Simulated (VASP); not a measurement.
Input of a VASP 6.6.1 run:

Contents of INCAR:

```
SYSTEM = MgO
PREC     = Accurate       ! precision mode
ENCUT    = 750            ! plane-wave cutoff, eV
EDIFF    = 1E-7           ! SCF threshold, eV
ISMEAR   = -1             ! smearing method
SIGMA    = 0.05           ! smearing width, eV
LREAL    = .FALSE.        ! projectors in reciprocal space
LASPH    = .TRUE.         ! aspherical terms in the spheres
NELM     = 120            ! most SCF steps
ALGO     = Normal         ! electronic algorithm
ISIF     = 3              ! what is computed and relaxed
LWAVE    = .FALSE.        ! write WAVECAR
LCHARG   = .FALSE.        ! write CHGCAR
IBRION   = 2              ! ionic algorithm
NSW      = 100            ! ionic steps
EDIFFG   = -0.002         ! ionic threshold
GGA_COMPAT= .FALSE.      
NELMIN   = 4
```

The input KPOINTS:

```
Automatic mesh
0
G
  14 14 14
  0 0 0
```

Contents of POSCAR:

```
MgO
1.0
    2.1085000000      2.1085000000      0.0000000000
   -2.1085000000      2.1085000000      0.0000000000
    0.0000000000      2.1085000000      2.1085000000
Mg O
1 1
Direct
    0.0000000000      0.0000000000      0.0000000000
    0.5000000000      0.5000000000      0.0000000000
```

Potentials or basis: VASP PAW LDA potentials, release 64 (Mg_sv, O).

Launch:

```sh
$ cat potpaw_LDA.64/Mg_sv/POTCAR potpaw_LDA.64/O/POTCAR > POTCAR
$ mpirun -np 1 vasp_std > vasp.out
```

Question: What does it give for the relaxed cell?

Answer: a = 2.942 Å, b = 2.942 Å, c = 2.942 Å, α = 60.00°, β = 60.00°, γ = 90.00°.

Question: What does it give for the relaxed volume?

Answer: 9.01 Å³/atom.

Question: Predict the space group after relaxing (to 0.1 Å).

Answer: Fm-3m (No. 225).

Question: Predict the band gap on the k mesh.

Answer: 5.03 eV.

Step by step:
```
step  energy change (eV)  largest force (eV/Å)  pressure (GPa)  volume (Å³)
   1              0.0000                0.0000           -6.55        18.75
   2             -0.0130                0.0000            2.92        17.73
   3             -0.0156                0.0000            0.02        18.01
```

A k mesh can miss the band edges. LDA usually gives volumes a few per cent too small.
